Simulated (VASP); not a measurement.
Set up this calculation in VASP 6.6.1, as the native input.

* Task: single point
* Functional: PBEsol
* Potentials or basis: VASP PAW PBE potentials, release 64 (Rb_sv)
* Cutoff: 520 eV
* k mesh: 9 × 9 × 6
* Occupations: gaussian, width 0.1 eV
* Spin: no spin polarisation
* Dipole correction: no
* Further INCAR settings: ALGO = Fast; EDIFF = 1e-06; NBANDS = 16

The structure of Rb lies in POSCAR:

```
Rb
1.0
    5.1615280385      0.0000000000      0.0000000000
   -2.5807640193      4.4700144037      0.0000000000
    0.0000000000      0.0000000000      8.3104462961
Rb
2
Direct
    0.3333333300      0.6666666700      0.2500000000
    0.6666666700      0.3333333300      0.7500000000
```

This cell differs from its parent crystal: strained.

These files were run (other wordings do the same):

INCAR

```
PREC = Accurate ; ENCUT = 520
EDIFF = 1E-6 ; ISMEAR = 0
SIGMA = 0.1 ; LREAL = False
LASPH = True ; NELM = 60
ALGO = Fast ; ISIF = 2
LWAVE = False ; LCHARG = True
GGA = PS ; LELF = True
LVHAR = True ; NBANDS = 16
```

KPOINTS

```
regular mesh
0
Gamma
  9 9 6
```

Potentials or basis: VASP PAW PBE potentials, release 64 (Rb_sv).

Command:

```console
$ cat potpaw_PBE.64/Rb_sv/POTCAR > POTCAR
$ mpirun -np 1 vasp_std > vasp.out
```

It gave:

| Property | Result |
| --- | --- |
| Pressure | -0.2 GPa |
| Band gap on the k mesh | zero (band 9 reaches 0.89 eV, above the bottom of band 10 at -1.42 eV) |

Caveat: the cell differs from its parent crystal (strained); the PAW data sets were made with another functional, which shifts forces and pressure a little.

Wall time 60 s on 1 thread of Intel(R) Xeon(R) 6975P-C (Granite Rapids), with other jobs on the host, peak memory 0.36 GiB.
